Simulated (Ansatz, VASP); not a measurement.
# K: VASP beside Ansatz

The input INCAR:

```
PREC = Accurate
ENCUT = 600
EDIFF = 1E-6
ISMEAR = -1
SIGMA = 0.15
LREAL = F
LASPH = T
NELM = 80
ALGO = Fast
ISIF = 3
LWAVE = F
LCHARG = F
GGA = PE
IBRION = 2
NSW = 80
EDIFFG = -0.001
```

File KPOINTS:

```
Automatic mesh
0
Gamma
  12 12 12
```

Contents of POSCAR:

```
K
1.0
   -2.6409252679      2.6409252679      2.6409252679
    2.6409252679     -2.6409252679      2.6409252679
    2.6409252679      2.6409252679     -2.6409252679
K
1
Direct
    0.0000000000      0.0000000000      0.0000000000
```

Input for Ansatz:

```yaml
crystal:
  lattice:
    - [-2.6409252679, 2.6409252679, 2.6409252679]
    - [2.6409252679, -2.6409252679, 2.6409252679]
    - [2.6409252679, 2.6409252679, -2.6409252679]
  atoms:
    - { symbol: K, position: [0.0, 0.0, 0.0] }
basis:
  ecutwfc: 420
kpoints:
  mp_grid: { grid: [12, 12, 12] }
hamiltonian:
  xc: pbe
scf:
  occupations: { method: fermi_dirac, width: 0.15 }
output:
  forces: true
  stress: true
  eigenvalues: true
relax:
  adjacent_minimum: "off"
  f_tol: 0.001
  max_steps: 60
  cell: { stress_tol: 0.01 }
```

Alike in both runs: task relaxation of cell and atoms; functional PBE; k mesh 12 × 12 × 12; occupations fermi-dirac, width 0.15 eV; no spin polarisation.

```csv
,VASP,Ansatz
version,VASP 6.6.1,Ansatz 0.2.0
potentials or method,"VASP PAW PBE potentials, release 64 (K_sv), cutoff 600 eV","scalar-relativistic, plane waves, PAW"
valence electrons in the cell,9,9
```

|  | VASP | Ansatz | Ansatz less VASP |
| --- | --- | --- | --- |
| gap on the k mesh at the Fermi level, each at its own relaxed structure (eV) | none | none | - |
| relaxed volume (Å³/atom) | 74.14 | 74.27 | +0.125 |
| relaxed cell length with the largest relative difference (Å) | 4.584 | 4.586 | +0.0026 |

A gap of «none» marks a metal or a gap that the smearing closes.
